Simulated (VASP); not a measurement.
# SnSe in VASP: a series of runs

SnSe is run at these levels: LDA, BLYP, PBEsol; tasks: single point.

Program: VASP 6.6.1. These are calculated values, not measurements. Logs are shortened: lines on timing, memory, paths and dates and some standing lists are left out, and cuts for length are marked.

### 1 The cell of the first run

The cell holds a slab with vacuum, 4 atoms: a = 4.285 Å, b = 4.285 Å, c = 10.991 Å, α = 90.00°, β = 90.00°, γ = 90.00°.

### 2 Single point, LDA

File INCAR:

```
SYSTEM = SnSe
PREC     = Accurate       ! precision mode
ENCUT    = 520            ! plane-wave cutoff, eV
EDIFF    = 1E-6           ! SCF threshold, eV
ISMEAR   = -1             ! smearing method
SIGMA    = 0.02           ! smearing width, eV
LREAL    = .FALSE.        ! projectors in reciprocal space
LASPH    = .TRUE.         ! aspherical terms in the spheres
NELM     = 100            ! most SCF steps
ALGO     = Normal         ! electronic algorithm
ISIF     = 2              ! what is computed and relaxed
LWAVE    = .FALSE.        ! write WAVECAR
LCHARG   = .TRUE.         ! write CHGCAR
GGA      = CA             ! functional
LELF     = .TRUE.         ! ELF
LVHAR    = .TRUE.       
NBANDS   = 28             ! bands
```

File KPOINTS:

```
Automatic mesh
0
G
  4 4 2
  0 0 0
```

File POSCAR:

```
SnSe
1.0
    4.2853274200      0.0000000000      0.0000000000
    0.0000000000      4.2853274200      0.0000000000
    0.0000000000      0.0000000000     10.9906921300
Sn Se
2 2
Direct
    0.5000000000      0.0000000000      0.3722291100
    0.0000000000      0.5000000000      0.6277708900
    0.5000000000      0.0000000000      0.6160394900
    0.0000000000      0.5000000000      0.3839605100
```

Potentials or basis: VASP PAW LDA potentials, release 64 (Sn_d, Se).

Run with:

```bash
cat potpaw_LDA.64/Sn_d/POTCAR potpaw_LDA.64/Se/POTCAR > POTCAR
mpirun -np 1 vasp_std > vasp.out
```

OUTCAR:

```text
SYSTEM = SnSe
   PREC = Accurate
   ENCUT = 520
   EDIFF = 1E-6
   ISMEAR = -1
   LREAL = .FALSE.
   LASPH = .TRUE.
   NELM = 100
   ISIF = 2
   GGA = CA

 ion  position               nearest neighbor table
   1  0.500  0.000  0.372-   3 2.68   4 3.03   4 3.03   4 3.03   4 3.03
   2  0.000  0.500  0.628-   4 2.68   3 3.03   3 3.03   3 3.03   3 3.03
   3  0.500  0.000  0.616-   1 2.68   2 3.03   2 3.03   2 3.03   2 3.03
   4  0.000  0.500  0.384-   2 2.68   1 3.03   1 3.03   1 3.03   1 3.03

  LATTYP: Found a simple tetragonal cell.
 ALAT       =     4.2853274200
 C/A-ratio  =     2.5647263448

  Lattice vectors:

 A1 = (   4.2853274200,   0.0000000000,   0.0000000000)
 A2 = (   0.0000000000,   4.2853274200,   0.0000000000)
 A3 = (   0.0000000000,   0.0000000000,  10.9906921300)

Analysis of symmetry for initial positions (statically):
=====================================================================
 Subroutine PRICEL returns:
 Original cell was already a primitive cell.

 Routine SETGRP: Setting up the symmetry group for a
 simple tetragonal supercell.

 Subroutine GETGRP returns: Found 16 space group operations
 (whereof  8 operations were pure point group operations)
 out of a pool of 16 trial point group operations.

The static configuration has the point symmetry D_2d.
 The point group associated with its full space group is D_4h.

Analysis of symmetry for dynamics (positions and initial velocities):
=====================================================================
 Subroutine PRICEL returns:
 Original cell was already a primitive cell.

 Routine SETGRP: Setting up the symmetry group for a
 simple tetragonal supercell.

 Subroutine GETGRP returns: Found 16 space group operations
 (whereof  8 operations were pure point group operations)
 out of a pool of 16 trial point group operations.

The dynamic configuration has the point symmetry D_2d.
 The point group associated with its full space group is D_4h.

 Subroutine INISYM returns: Found 16 space group operations
 (whereof  8 operations are pure point group operations),
 and found     1 'primitive' translations

----------------------------------------------------------------------------------------

                                     Primitive cell

  volume of cell :     201.8334

  direct lattice vectors                    reciprocal lattice vectors
     4.285327420  0.000000000  0.000000000     0.233354398  0.000000000  0.000000000
     0.000000000  4.285327420  0.000000000     0.000000000  0.233354398  0.000000000
     0.000000000  0.000000000 10.990692130     0.000000000  0.000000000  0.090986081

  length of vectors
     4.285327420  4.285327420 10.990692130     0.233354398  0.233354398  0.090986081

  position of ions in fractional coordinates (direct lattice)
     0.500000000  0.000000000  0.372229110
     0.000000000  0.500000000  0.627770890
     0.500000000  0.000000000  0.616039490
     0.000000000  0.500000000  0.383960510

  ion indices of the primitive-cell ions
   primitive index   ion index
                 1           1
                 2           2
                 3           3
                 4           4

----------------------------------------------------------------------------------------

 KPOINTS: Automatic mesh

Automatic generation of k-mesh.
 Grid dimensions read from file:
 generate k-points for:    4    4    2

 Generating k-lattice:

  Cartesian coordinates                     Fractional coordinates (reciprocal lattice)
     0.058338599  0.000000000  0.000000000     0.250000000  0.000000000  0.000000000
     0.000000000  0.058338599  0.000000000     0.000000000  0.250000000  0.000000000
     0.000000000  0.000000000  0.045493040     0.000000000  0.000000000  0.500000000

  Length of vectors
     0.058338599  0.058338599  0.045493040

  Shift w.r.t. Gamma in fractional coordinates (k-lattice)
     0.000000000  0.000000000  0.000000000

 Subroutine IBZKPT returns following result:
 ===========================================

 Found     12 irreducible k-points:

 Following reciprocal coordinates:
            Coordinates               Weight
  0.000000  0.000000  0.000000      1.000000
  0.250000  0.000000  0.000000      4.000000
  0.500000  0.000000  0.000000      2.000000
  0.250000  0.250000  0.000000      4.000000
  0.500000  0.250000  0.000000      4.000000
  0.500000  0.500000  0.000000      1.000000
  0.000000  0.000000  0.500000      1.000000
  0.250000  0.000000  0.500000      4.000000
  0.500000  0.000000  0.500000      2.000000
  0.250000  0.250000  0.500000      4.000000
  0.500000  0.250000  0.500000      4.000000
  0.500000  0.500000  0.500000      1.000000
   k-points           NKPTS =     12   k-points in BZ     NKDIM =     12   number of bands    NBANDS=     28
   number of dos      NEDOS =    301   number of ions     NIONS =      4
   total plane-waves  NPLWV =  86016
   dimension x,y,z NGX =    32 NGY =   32 NGZ =   84
   dimension x,y,z NGXF=    64 NGYF=   64 NGZF=  168
   ions per type =               2   2
   NGX,Y,Z   is equivalent  to a cutoff of  12.41, 12.41, 12.71 a.u.
   NGXF,Y,Z  is equivalent  to a cutoff of  24.83, 24.83, 25.41 a.u.
 SYSTEM =  SnSe
   PREC   = accura    normal or accurate (medium, high low for compatibility)
   ISTART =      0    job   : 0-new  1-cont  2-samecut
   ICHARG =      2    charge: 1-file 2-atom 10-const
   ISPIN  =      1    spin polarized calculation?
   LNONCOLLINEAR =      F non collinear calculations
   LSORBIT =      F    spin-orbit coupling
   LASPH  =      T    aspherical Exc in radial PAW
   ENCUT  =  520.0 eV  38.22 Ry    6.18 a.u.   7.97  7.97 20.44*2*pi/ulx,y,z
   NELM   =    100;   NELMIN=  2; NELMDL= -5     # of ELM steps
   EDIFF  = 0.1E-05   stopping-criterion for ELM
   LREAL  =      F    real-space projection
[... 7 lines left out ...]
   TEBEG  =    0.0;   TEEND  =   0.0 temperature during run
   PSTRESS=    0.0 pullay stress
   NELECT =      40.0000    total number of electrons
   NUPDOWN=      -1.0000    fix difference up-down
   EMIN   =  10.00;   EMAX   =-10.00  energy-range for DOS
   EFERMI =   0.00;   METHOD = LEGACY
   ISMEAR =    -1;   SIGMA  =   0.02  broadening in eV -4-tet -1-fermi 0-gaus
   EFERMI_NEDOS =   21; number of points for ismear=-14 and -15
   IALGO  =     38    algorithm
   IMIX   =      4    mixing-type and parameters
     AMIX     =   0.40;   BMIX     =  1.00
     AMIX_MAG =   1.60;   BMIX_MAG =  1.00
  volume/ion in A,a.u.               =      50.46       340.51
  Fermi-wavevector in a.u.,A,eV,Ry     =   0.954473  1.803693 12.395171  0.911019
  Thomas-Fermi vector in A             =   2.083223
   LORBIT       =      0    0 simple, 1 ext, 2 COOP (PROOUT), +10 PAW based schemes
   GGA     = CA    functional components
   LHFCALC =     F    Hartree Fock is set to
   AEXX    =    0.0000 exact exchange contribution
   IVDW    =     0    specifies the selected vdW correction
   LEPSILON=     F    determine dielectric tensor
   LRPA    =     F    only Hartree local field effects (RPA)
 non-spin polarized calculation
  energy-cutoff  :      520.00
  volume of cell :      201.83
 maximum number of plane-waves:      5480
 NGX is ok and might be reduce to    32
   NGX = 15   NGY = 15   NGZ = 41

 number of electron      40.0000017 magnetization

 Free energy of the ion-electron system (eV)
  ---------------------------------------------------
  ext. energy  EPLUGINS =         0.00000000
  ---------------------------------------------------
  free energy    TOTEN  =       -18.47178139 eV

  energy without entropy =      -18.47178139  energy(sigma->0) =      -18.47178139

 E-fermi :   0.7834     XC(G=0):  -6.2366

 val. band max:        0.3200401398   @ k =   0.2500   0.2500   0.0000
 cond. band min:       1.9040045108   @ k =   0.0000   0.0000   0.5000
 fundamental gap:      1.5839643710
 Fermi energy:         0.7833781321

 k-point     1 :       0.0000    0.0000    0.0000
  band No.  band energies     occupation
      1     -20.5559      2.00000
      2     -20.5511      2.00000
      3     -20.5510      2.00000
      4     -20.5503      2.00000
      5     -20.5440      2.00000
      6     -20.5225      2.00000
[... 20 lines left out ...]
     27       6.1002      0.00000
     28       6.1110      0.00000

 k-point     2 :       0.2500    0.0000    0.0000
  band No.  band energies     occupation
      1     -20.5541      2.00000
      2     -20.5515      2.00000
      3     -20.5494      2.00000
      4     -20.5468      2.00000
      5     -20.5427      2.00000
      6     -20.5232      2.00000
[... 20 lines left out ...]
     27       5.5081      0.00000
     28       6.2327      0.00000

 k-point     3 :       0.5000    0.0000    0.0000
  band No.  band energies     occupation
      1     -20.5558      2.00000
      2     -20.5558      2.00000
      3     -20.5460      2.00000
      4     -20.5460      2.00000
      5     -20.5287      2.00000
      6     -20.5287      2.00000
[... 20 lines left out ...]
     27       6.2314      0.00000
     28       6.2314      0.00000

 k-point     4 :       0.2500    0.2500    0.0000
  band No.  band energies     occupation
      1     -20.5596      2.00000
      2     -20.5587      2.00000
      3     -20.5451      2.00000
      4     -20.5422      2.00000
      5     -20.5343      2.00000
      6     -20.5230      2.00000
[... 206 lines left out ...]
     27       6.1180      0.00000
     28       6.2941      0.00000

 k-point    11 :       0.5000    0.2500    0.5000
  band No.  band energies     occupation
      1     -20.5650      2.00000
      2     -20.5650      2.00000
      3     -20.5393      2.00000
      4     -20.5393      2.00000
      5     -20.5251      2.00000
      6     -20.5251      2.00000
[... 20 lines left out ...]
     27       6.1772      0.00000
     28       6.1772      0.00000

 k-point    12 :       0.5000    0.5000    0.5000
  band No.  band energies     occupation
      1     -20.5730      2.00000
      2     -20.5730      2.00000
      3     -20.5336      2.00000
      4     -20.5336      2.00000
      5     -20.5207      2.00000
      6     -20.5207      2.00000
[... 20 lines left out ...]
     27       6.8498      0.00000
     28       6.8498      0.00000

------------------------ aborting loop because EDIFF is reached ----------------------------------------

  FORCE on cell =-STRESS in cart. coord.  units (eV):
  Direction    XX          YY          ZZ          XY          YZ          ZX
  --------------------------------------------------------------------------------------
  -------------------------------------------------------------------------------------
  Total       -2.3175217     -2.3175217     -1.0420746      0.0000000     -0.0000000      0.0000000
  in kB      -18.3967597    -18.3967597     -8.2721108      0.0000000     -0.0000000      0.0000000
  external PRESSURE =     -15.0218767 kB  Pullay stress =       0.0000000 kB

 VOLUME and BASIS-vectors are now :
 -----------------------------------------------------------------------------
  energy-cutoff  :      520.00
  volume of cell :      201.83
      direct lattice vectors                 reciprocal lattice vectors
     4.285327420  0.000000000  0.000000000     0.233354398  0.000000000  0.000000000
     0.000000000  4.285327420  0.000000000     0.000000000  0.233354398  0.000000000
     0.000000000  0.000000000 10.990692130     0.000000000  0.000000000  0.090986081

 POSITION                                       TOTAL-FORCE (eV/Angst)
 -----------------------------------------------------------------------------------
      2.14266      0.00000      4.09106         0.000000      0.000000      0.267422
      0.00000      2.14266      6.89964         0.000000     -0.000000     -0.267422
      2.14266      0.00000      6.77070         0.000000     -0.000000     -0.102818
      0.00000      2.14266      4.21999         0.000000      0.000000      0.102818
 -----------------------------------------------------------------------------------
    total drift:                                0.000000      0.000000      0.000000

  FREE ENERGIE OF THE ION-ELECTRON SYSTEM (eV)
  ---------------------------------------------------
  free  energy   TOTEN  =       -18.4717813887 eV

  energy  without entropy=      -18.4717813886  energy(sigma->0) =      -18.47178139
```

Run time: 1.9 min. Hardware: 1 thread of AMD EPYC 7R13, shared host; peak memory 0.22 GiB.

Results:

```
Free energy            : -18.4718 eV
Largest force          : 0.267 eV/Å
Band gap on the k mesh : 1.58 eV (least direct gap 1.63 eV)
```

Forces in eV/Å, atoms in the order of the input:
```
Sn   0.000  0.000  0.267
Sn   0.000  0.000 -0.267
Se   0.000  0.000 -0.103
Se   0.000  0.000  0.103
```

Levels at points of the mesh, in eV from the valence-band top:
| k point | band 17 | band 18 | band 19 | band 20 | band 21 | band 22 | band 23 | band 24 |
| --- | --- | --- | --- | --- | --- | --- | --- | --- |
| (0.00, 0.00, 0.00) | -2.87 | -1.54 | -1.54 | -0.13 | 1.72 | 3.91 | 3.91 | 4.48 |
| (0.50, 0.00, 0.00) | -1.35 | -1.35 | -0.12 | -0.12 | 1.61 | 1.61 | 2.17 | 2.17 |
| (0.50, 0.50, 0.00) | -3.06 | -3.06 | -1.52 | -1.52 | 3.78 | 3.78 | 4.81 | 4.81 |
| (0.00, 0.00, 0.50) | -2.87 | -1.54 | -1.54 | -0.13 | 1.58 | 3.91 | 4.48 | 4.48 |
| (0.50, 0.00, 0.50) | -1.35 | -1.35 | -0.12 | -0.12 | 1.61 | 1.61 | 2.17 | 2.17 |
| (0.50, 0.50, 0.50) | -3.06 | -3.06 | -1.52 | -1.52 | 3.75 | 3.75 | 4.87 | 4.87 |

Caveat: spin-orbit coupling is left out, which moves the levels of the heavy elements.

### 3 Single point, BLYP

File INCAR:

```
AGGAC = 1.0
AGGAX = 1.0
ALDAC = 0.0
ALDAX = 1.0
ALGO = Normal
EDIFF = 1E-7
ENCUT = 520
GGA = B5
ISIF = 2
ISMEAR = -1
LASPH = T
LCHARG = T
LELF = T
LREAL = F
LVHAR = T
LWAVE = F
NBANDS = 28
NELM = 80
PREC = Accurate
SIGMA = 0.02
```

File KPOINTS:

```
k-points
0
Gamma
  4 4 2
```

POSCAR is that of step 2.

Potentials or basis: VASP PAW PBE potentials, release 64 (Sn_d, Se).

Run with:

```bash
cat potpaw_PBE.64/Sn_d/POTCAR potpaw_PBE.64/Se/POTCAR > POTCAR
mpirun -np 1 vasp_std > vasp.out
```

Wall time 7.7 min (1 thread of AMD EPYC 7R13, shared host); peak memory 0.27 GiB.

The run converged. Its results:

| Quantity | Value |
| --- | --- |
| Free energy | -14.0638 eV |
| Largest force | 0.479 eV/Å |
| Band gap on the k mesh | 1.55 eV (least direct gap 1.69 eV) |

Forces on the atoms (eV/Å):
```
Sn   0.000  0.000 -0.479
Sn   0.000  0.000  0.479
Se   0.000  0.000  0.409
Se   0.000  0.000 -0.409
```

Levels at points of the mesh, in eV from the valence-band top:
```csv
k point,band 18,band 19,band 20,band 21,band 22,band 23
"(0.00, 0.00, 0.00)",-1.51,-1.51,-0.13,1.73,3.65,4.31
"(0.50, 0.00, 0.00)",-1.31,-0.04,-0.04,1.74,1.74,2.26
"(0.50, 0.50, 0.00)",-2.96,-1.51,-1.51,3.77,3.77,5.01
"(0.00, 0.00, 0.50)",-1.51,-1.51,-0.13,1.55,4.31,4.53
"(0.50, 0.00, 0.50)",-1.31,-0.04,-0.04,1.74,1.74,2.26
"(0.50, 0.50, 0.50)",-2.97,-1.51,-1.51,3.73,3.73,5.05
```

Caveat: the PAW data sets were made with another functional, which shifts forces and pressure a little; spin-orbit coupling is left out, which moves the levels of the heavy elements.

### 4 Single point, PBEsol

File INCAR:

```
PREC = Accurate
ENCUT = 520
EDIFF = 1E-6
ISMEAR = -1
SIGMA = 0.02
LREAL = F
LASPH = T
NELM = 80
ALGO = Normal
ISIF = 2
LWAVE = F
LCHARG = F
GGA = PS
NBANDS = 28
```

File KPOINTS:

```
regular mesh
0
Gamma
  4 4 2
```

POSCAR is that of step 3.

Run with:

```bash
cat potpaw_PBE.64/Sn_d/POTCAR potpaw_PBE.64/Se/POTCAR > POTCAR
mpirun -np 1 vasp_std > vasp.out
```

Wall time 86 s (1 thread of AMD EPYC 7R13, shared host); peak memory 0.26 GiB.

It converged, with:

* Free energy: -17.6115 eV
* Largest force: 0.142 eV/Å
* Band gap on the k mesh: 1.64 eV (least direct gap 1.68 eV)

Forces in eV/Å, atoms in the order of the input:
```
Sn   0.000  0.000  0.142
Sn   0.000  0.000 -0.142
Se   0.000  0.000  0.013
Se   0.000  0.000 -0.013
```

Levels at points of the mesh, in eV from the valence-band top:
```tsv
k point	band 18	band 19	band 20	band 21	band 22	band 23
(0.00, 0.00, 0.00)	-1.55	-1.55	-0.14	1.79	3.85	3.88
(0.50, 0.00, 0.00)	-1.38	-0.11	-0.11	1.64	1.64	2.20
(0.50, 0.50, 0.00)	-3.07	-1.54	-1.54	3.82	3.82	4.82
(0.00, 0.00, 0.50)	-1.55	-1.55	-0.14	1.64	3.85	4.54
(0.50, 0.00, 0.50)	-1.38	-0.11	-0.11	1.64	1.64	2.20
(0.50, 0.50, 0.50)	-3.07	-1.53	-1.53	3.79	3.79	4.87
```

Caveat: the PAW data sets were made with another functional, which shifts forces and pressure a little; spin-orbit coupling is left out, which moves the levels of the heavy elements.

### 5 Summary

| level | potentials or basis | gap on the mesh (eV) | largest force (eV/Å) |
| --- | --- | --- | --- |
| LDA | VASP PAW LDA potentials, release 64 (Sn_d, Se) | 1.58 | 0.27 |
| BLYP | VASP PAW PBE potentials, release 64 (Sn_d, Se) | 1.55 | 0.48 |
| PBEsol | VASP PAW PBE potentials, release 64 (Sn_d, Se) | 1.64 | 0.14 |

Alike in all rows: task single point; no spin polarisation; cell as given; k mesh 4 × 4 × 2; cutoff (eV) 520; smearing fermi-dirac 0.02 eV.

Caveats: spin-orbit coupling is left out, which moves the levels of the heavy elements; the PAW data sets were made with another functional, which shifts forces and pressure a little (at least some runs).

Total energies depend on the potentials used, so only differences within one code and one set of settings carry meaning.
